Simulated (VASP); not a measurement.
# HCl (I4/mmm) in VASP: notebook, part 2 of 2

VASP 6.6.1. Earlier steps stand in the parts before.

**4. Single point, PBEsol (strain +0.050 along x and y, -0.025 along z)**

Input file INCAR:

```
SYSTEM = HCl
PREC     = Accurate       ! precision mode
ENCUT    = 520            ! plane-wave cutoff, eV
EDIFF    = 1E-7           ! SCF threshold, eV
ISMEAR   = 0              ! smearing method
SIGMA    = 0.15           ! smearing width, eV
LREAL    = .False.        ! projectors in reciprocal space
LASPH    = .True.         ! aspherical terms in the spheres
NELM     = 100            ! most SCF steps
ALGO     = Normal         ! electronic algorithm
ISIF     = 2              ! what is computed and relaxed
LWAVE    = .False.        ! write WAVECAR
LCHARG   = .False.        ! write CHGCAR
GGA      = PS             ! functional
NBANDS   = 11             ! bands
```

Input file KPOINTS:

```
regular mesh
0
Gamma
  16 16 16
  0 0 0
```

Input file POSCAR:

```
HCl
1.0
    0.0000000000      2.8743750000      2.6690625000
    2.8743750000      0.0000000000      2.6690625000
    2.8743750000      2.8743750000      0.0000000000
H Cl
1 1
Direct
    0.0000000000      0.0000000000      0.0000000000
    0.5000000000      0.5000000000      0.5000000000
```

Potentials or basis: VASP PAW PBE potentials, release 64 (H, Cl).

Command:

```sh
> cat potpaw_PBE.64/H/POTCAR potpaw_PBE.64/Cl/POTCAR > POTCAR
> mpirun -np 1 vasp_std > vasp.out
```

OUTCAR:

```text
SYSTEM = HCl
   PREC = Accurate
   ENCUT = 520
   EDIFF = 1E-7
   ISMEAR = 0
   LREAL = .False.
   LASPH = .True.
   NELM = 100
   ISIF = 2
   GGA = PS

 ion  position               nearest neighbor table
   1  0.000  0.000  0.000-
   2  0.500  0.500  0.500-

  LATTYP: Found a body centered tetragonal cell.
 ALAT       =     4.0649801083
 C/A-ratio  =     1.3131983079

  Lattice vectors:

 A1 = (   0.0000000000,  -2.8743750000,  -2.6690625000)
 A2 = (   0.0000000000,   2.8743750000,  -2.6690625000)
[... 513 lines left out ...]
      6       7.8240      0.00000
      7       9.3067      0.00000
      8       9.7954      0.00000
      9      10.2694      0.00000
     10      10.6895      0.00000
     11      12.5421      0.00000

 [... further k-points ...]
[... 5 lines left out ...]
  --------------------------------------------------------------------------------------
  -------------------------------------------------------------------------------------
  Total       -2.1852730     -2.1852730     -3.6991561      0.0000000     -0.0000000      0.0000000
  in kB      -79.3854110    -79.3854110   -134.3809315      0.0000000     -0.0000000      0.0000000
  external PRESSURE =     -97.7172512 kB  Pullay stress =       0.0000000 kB

 VOLUME and BASIS-vectors are now :
 -----------------------------------------------------------------------------
  energy-cutoff  :      520.00
  volume of cell :       44.10
      direct lattice vectors                 reciprocal lattice vectors
     0.000000000  2.874375000  2.669062500    -0.173950859  0.173950859  0.187331694
     2.874375000  0.000000000  2.669062500     0.173950859 -0.173950859  0.187331694
     2.874375000  2.874375000  0.000000000     0.173950859  0.173950859 -0.187331694

 POSITION                                       TOTAL-FORCE (eV/Angst)
 -----------------------------------------------------------------------------------
      0.00000      0.00000      0.00000        -0.000000     -0.000000      0.000000
      2.87438      2.87438      2.66906         0.000000      0.000000     -0.000000
 -----------------------------------------------------------------------------------
    total drift:                                0.000000     -0.000000      0.000000

  FREE ENERGIE OF THE ION-ELECTRON SYSTEM (eV)
  ---------------------------------------------------
  free  energy   TOTEN  =        -2.8626591562 eV

  energy  without entropy=       -2.8598946133  energy(sigma->0) =       -2.86127688
```

OSZICAR:

```text
N       E                     dE             d eps       ncg     rms          rms(c)
DAV:   1     0.292082702373E+02    0.29208E+02   -0.30250E+03  7702   0.554E+02
DAV:   2    -0.117672189560E+01   -0.30385E+02   -0.28959E+02  9343   0.100E+02
DAV:   3    -0.334333524700E+01   -0.21666E+01   -0.21616E+01  9472   0.297E+01
DAV:   4    -0.335945063780E+01   -0.16115E-01   -0.16113E-01  9438   0.305E+00
DAV:   5    -0.335962128009E+01   -0.17064E-03   -0.17064E-03 10000   0.302E-01    0.375E+00
DAV:   6    -0.289587573431E+01    0.46375E+00   -0.31311E+00  8784   0.354E+00    0.142E+00
DAV:   7    -0.287086255708E+01    0.25013E-01   -0.10950E-01  8434   0.124E+00    0.780E-01
DAV:   8    -0.286326396200E+01    0.75986E-02   -0.48700E-02  8646   0.875E-01    0.397E-01
DAV:   9    -0.286371212332E+01   -0.44816E-03   -0.84920E-04  9569   0.163E-01    0.453E-01
DAV:  10    -0.286305109364E+01    0.66103E-03   -0.10995E-03  8764   0.673E-02    0.257E-01
DAV:  11    -0.286262850359E+01    0.42259E-03   -0.23728E-03  8936   0.932E-02    0.557E-02
DAV:  12    -0.286264260035E+01   -0.14097E-04   -0.20086E-05  8854   0.272E-02    0.404E-02
DAV:  13    -0.286265374509E+01   -0.11145E-04   -0.43078E-06  8347   0.133E-02    0.223E-02
DAV:  14    -0.286265974966E+01   -0.60046E-05   -0.16517E-05  8184   0.158E-02    0.531E-03
DAV:  15    -0.286265915200E+01    0.59766E-06   -0.42426E-06  9117   0.423E-03    0.180E-03
DAV:  16    -0.286265915616E+01   -0.41581E-08   -0.98306E-08  4807   0.115E-03
   1 F= -.28626592E+01 E0= -.28612769E+01  d E =-.276454E-02
```

It took 89 s on 1 thread of AMD EPYC 9R45 (Zen 5), shared host; peak memory 0.25 GiB.

Results:

```yaml
Free_energy: -2.8627 eV
Pressure: -9.8 GPa
Band_gap_on_the_k_mesh: zero (band 4 reaches -2.69 eV, above the bottom of band 5 at -2.77 eV)
```

Levels at points of the mesh, in eV from the Fermi level:
| k point | band 2 | band 3 | band 4 | band 5 | band 6 | band 7 |
| --- | --- | --- | --- | --- | --- | --- |
| (0.00, 0.00, 0.00) | -0.28 | -0.27 | -0.12 | -0.12 | 10.68 | 12.24 |
| (0.50, 0.00, 0.00) | -2.85 | -0.35 | -0.30 | 2.08 | 7.76 | 10.71 |
| (0.50, 0.50, 0.00) | -1.72 | -0.79 | -0.79 | -0.20 | 9.22 | 12.05 |
| (0.50, 0.00, 0.50) | -1.67 | -0.84 | -0.53 | -0.16 | 9.52 | 11.25 |

Caveat: the cell differs from its parent crystal (strain +0.050 along x and y, -0.025 along z); the PAW data sets were made with another functional, which shifts forces and pressure a little.

**5. Single point, PBEsol (strain +0.050 along x and y, +0.000 along z)**

Input file INCAR:

```
SYSTEM = HCl
  ALGO = Normal
  EDIFF = 1E-6
  ENCUT = 520
  GGA = PS
  ISIF = 2
  ISMEAR = 0
  LASPH = .True.
  LCHARG = .False.
  LREAL = .False.
  LWAVE = .False.
  NBANDS = 11
  NELM = 60
  PREC = Accurate
  SIGMA = 0.15
```

Input file KPOINTS:

```
k-points
0
Gamma
  16 16 16
  0 0 0
```

Input file POSCAR:

```
HCl
1.0
    0.0000000000      2.8743750000      2.7375000000
    2.8743750000      0.0000000000      2.7375000000
    2.8743750000      2.8743750000      0.0000000000
H Cl
1 1
Direct
    0.0000000000      0.0000000000      0.0000000000
    0.5000000000      0.5000000000      0.5000000000
```

Command:

```sh
> cat potpaw_PBE.64/H/POTCAR potpaw_PBE.64/Cl/POTCAR > POTCAR
> mpirun -np 1 vasp_std > vasp.out
```

Run time: 80 s. Hardware: 1 thread of AMD EPYC 9R45 (Zen 5), shared host; peak memory 0.25 GiB.

Results (log left out):

| Item | Value |
| --- | --- |
| Free energy | -2.7740 eV |
| Pressure | -9.5 GPa |
| Band gap on the k mesh | zero (band 4 reaches -2.84 eV, above the bottom of band 5 at -2.89 eV) |

Stress tensor (GPa, compression positive):
```
 -8.36   0.00   0.00
  0.00  -8.36   0.00
  0.00   0.00 -11.81
```

Levels at points of the mesh, in eV from the Fermi level:
| k point | band 2 | band 3 | band 4 | band 5 | band 6 | band 7 |
| --- | --- | --- | --- | --- | --- | --- |
| (0.00, 0.00, 0.00) | -0.29 | -0.23 | -0.14 | -0.14 | 10.62 | 12.26 |
| (0.50, 0.00, 0.00) | -2.73 | -0.33 | -0.30 | 1.97 | 7.75 | 10.80 |
| (0.50, 0.50, 0.00) | -1.63 | -0.74 | -0.74 | -0.18 | 9.30 | 11.71 |
| (0.50, 0.00, 0.50) | -1.60 | -0.77 | -0.57 | -0.15 | 9.49 | 11.20 |

Caveat: the cell differs from its parent crystal (strain +0.050 along x and y, +0.000 along z); the PAW data sets were made with another functional, which shifts forces and pressure a little.

**6. Single point, PBEsol (strain -0.050 along x and y, +0.050 along z)**

Input file INCAR:

```
SYSTEM = HCl
PREC     = Accurate       ! precision mode
ENCUT    = 520            ! plane-wave cutoff, eV
EDIFF    = 1E-6           ! SCF threshold, eV
ISMEAR   = 0              ! smearing method
SIGMA    = 0.15           ! smearing width, eV
LREAL    = .False.        ! projectors in reciprocal space
LASPH    = .True.         ! aspherical terms in the spheres
NELM     = 80             ! most SCF steps
ALGO     = Normal         ! electronic algorithm
ISIF     = 2              ! what is computed and relaxed
LWAVE    = .False.        ! write WAVECAR
LCHARG   = .True.         ! write CHGCAR
GGA      = PS             ! functional
LELF     = .True.         ! ELF
LVHAR    = .True.       
NBANDS   = 11             ! bands
```

Input file KPOINTS:

```
regular mesh
0
Gamma
  16 16 16
  0 0 0
```

Input file POSCAR:

```
HCl
1.0
    0.0000000000      2.6006250000      2.8743750000
    2.6006250000      0.0000000000      2.8743750000
    2.6006250000      2.6006250000      0.0000000000
H Cl
1 1
Direct
    0.0000000000      0.0000000000      0.0000000000
    0.5000000000      0.5000000000      0.5000000000
```

Potentials or basis: VASP PAW PBE potentials, release 64 (H, Cl).

Command:

```sh
> cat potpaw_PBE.64/H/POTCAR potpaw_PBE.64/Cl/POTCAR > POTCAR
> mpirun -np 1 vasp_std > vasp.out
```

Wall time 2.9 min (1 thread of Intel Xeon Platinum 8175M at 2.50GHz (Skylake/Cascade Lake), shared host); peak memory 0.26 GiB.

The run converged. Its results:

| Property | Result |
| --- | --- |
| Free energy | -3.2182 eV |
| Pressure | -10.8 GPa |
| Band gap on the k mesh | zero (band 4 reaches -1.92 eV, above the bottom of band 5 at -2.12 eV) |

Stress tensor (GPa, compression positive):
```
-13.06   0.00   0.00
  0.00 -13.06   0.00
  0.00   0.00  -6.17
```

Levels at points of the mesh, in eV from the Fermi level:
```tsv
k point	band 2	band 3	band 4	band 5	band 6	band 7
(0.00, 0.00, 0.00)	-0.19	-0.19	-0.18	-0.06	11.22	12.03
(0.50, 0.00, 0.00)	-3.40	-0.43	-0.25	2.53	7.82	10.75
(0.50, 0.50, 0.00)	-2.03	-0.71	-0.71	-0.16	9.54	11.59
(0.50, 0.00, 0.50)	-2.09	-1.16	-0.68	-0.29	9.19	12.71
```

Caveat: the cell differs from its parent crystal (strain -0.050 along x and y, +0.050 along z); the PAW data sets were made with another functional, which shifts forces and pressure a little.

**7. Overview**

| cell | gap on the mesh (eV) | pressure (GPa) |
| --- | --- | --- |
| a = 3.826, b = 3.826, c = 3.678 Å, angles 61.3, 61.3, 57.5°, 2 atoms | none | -10.9 |
| a = 3.876, b = 3.876, c = 4.065 Å, angles 58.4, 58.4, 63.2°, 2 atoms | none | -10.0 |
| a = 3.922, b = 3.922, c = 4.065 Å, angles 58.8, 58.8, 62.4°, 2 atoms | none | -9.8 |
| a = 3.969, b = 3.969, c = 4.065 Å, angles 59.2, 59.2, 61.6°, 2 atoms | none | -9.5 |
| a = 3.876, b = 3.876, c = 3.678 Å, angles 61.7, 61.7, 56.6°, 2 atoms | none | -10.8 |

Alike in all rows: task single point; level PBEsol; potentials or basis VASP PAW PBE potentials, release 64 (H, Cl); no spin polarisation; k mesh 16 × 16 × 16; cutoff (eV) 520; smearing gaussian 0.15 eV.

Caveats: the PAW data sets were made with another functional, which shifts forces and pressure a little.

Absolute energies hang on the potentials; compare differences alone.
